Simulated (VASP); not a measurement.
Wanted: the native input for a VASP 6.6.1 run.

```yaml
Task: single point
Functional: PBE
Potentials_or_basis: VASP PAW PBE potentials, release 64 (In_d, As)
Cutoff: 520 eV
k_mesh: 6 × 6 × 2
Occupations: gaussian, width 0.1 eV
Spin: no spin polarisation
Dipole_correction: no
Further_INCAR_settings: ALGO = Normal; EDIFF = 1e-06; NBANDS = 22
```

The structure of InAs3 lies in POSCAR:

```
InAs3
1.0
    2.9944999868      0.0000000023      0.0000000000
   -1.4972499954      2.5933130590      0.0000000000
    0.0000000000      0.0000000000     11.1734064525
In As
1 3
Direct
    0.0000000000      0.0000000000      0.5000000000
    0.0000000000      0.0000000000      0.7608646755
    0.0000000000      0.0000000000      0.2391353245
    0.0000000000      0.0000000000      0.0000000000
```

The cell was built from a structure type or drawn by symmetry, and may not be a known phase.

These files were run (other wordings do the same):

INCAR

```
PREC = Accurate
ENCUT = 520
EDIFF = 1E-6
ISMEAR = 0
SIGMA = 0.1
LREAL = False
LASPH = True
NELM = 80
ALGO = Normal
ISIF = 2
LWAVE = False
LCHARG = False
GGA = PE
NBANDS = 22
```

KPOINTS

```
Automatic mesh
0
Gamma
  6 6 2
```

Potentials or basis: VASP PAW PBE potentials, release 64 (In_d, As).

The run is started by

```bash
$ cat potpaw_PBE.64/In_d/POTCAR potpaw_PBE.64/As/POTCAR > POTCAR
$ mpirun -np 1 vasp_std > vasp.out
```

It gave:

| Property | Result |
| --- | --- |
| Pressure | -0.1 GPa |
| Largest force | 0.012 eV/Å |
| Band gap on the k mesh | zero (bands 14 and 15 overlap by 6.77 eV) |

Caveat: the k points lie up to 0.40 Å⁻¹ apart, too coarse for converged energies and pressures of a metal; spin-orbit coupling is left out, which moves the levels of the heavy elements.

Wall time 41 s on 1 thread of Intel Xeon 8259CL, with other jobs on the host, peak memory 0.21 GiB.
